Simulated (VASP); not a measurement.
A run of VASP 6.6.1 is set up as follows.

The input INCAR:

```
SYSTEM = TeMo5
  ALGO = Fast
  EDIFF = 1E-6
  EDIFFG = -0.01
  ENCUT = 600
  GGA = PE
  IBRION = 2
  ISIF = 3
  ISMEAR = 0
  LASPH = .TRUE.
  LCHARG = .FALSE.
  LREAL = .FALSE.
  LWAVE = .FALSE.
  NELM = 60
  NSW = 100
  PREC = Accurate
  SIGMA = 0.1
```

File KPOINTS:

```
k-points
0
G
  10 10 10
  0 0 0
```

File POSCAR:

```
TeMo5
1.0
    0.0000000000      3.7207144941      3.7207144941
    3.7207144941      0.0000000000      3.7207144941
    3.7207144941      3.7207144941      0.0000000000
Te Mo
1 5
Direct
    0.0000000000      0.0000000000      0.0000000000
    0.6259520576      0.6259520576      0.6259520576
    0.1221438273      0.6259520576      0.6259520576
    0.6259520576      0.6259520576      0.1221438273
    0.6259520576      0.1221438273      0.6259520576
    0.2500000000      0.2500000000      0.2500000000
```

Potentials or basis: VASP PAW PBE potentials, release 64 (Te, Mo_sv).

Run with:

```sh
$ cat potpaw_PBE.64/Te/POTCAR potpaw_PBE.64/Mo_sv/POTCAR > POTCAR
$ mpirun -np 1 vasp_std > vasp.out
```

Problem. Predict the relaxed cell.

Solution. a = 5.266 Å, b = 5.266 Å, c = 5.266 Å, α = 60.00°, β = 60.00°, γ = 60.00°.

Problem. Estimate the space group after relaxing (to 0.1 Å).

Solution. F-43m (No. 216).

Problem. Estimate the relaxed volume.

Solution. 17.21 Å³/atom.

Problem. What does it give for the band gap on the k mesh?

Solution. Zero (bands 38 and 39 overlap by 1.13 eV).

Final structure:
```
CELL_PARAMETERS angstrom
0.00000 3.72385 3.72385
3.72385 0.00000 3.72385
3.72385 3.72385 0.00000
ATOMIC_POSITIONS crystal
Te 0.00000 0.00000 0.00000
Mo 0.62570 0.62570 0.62570
Mo 0.12291 0.62570 0.62570
Mo 0.62570 0.62570 0.12291
Mo 0.62570 0.12291 0.62570
Mo 0.25000 0.25000 0.25000
```

Caveat: spin-orbit coupling is left out, which moves the levels of the heavy elements.
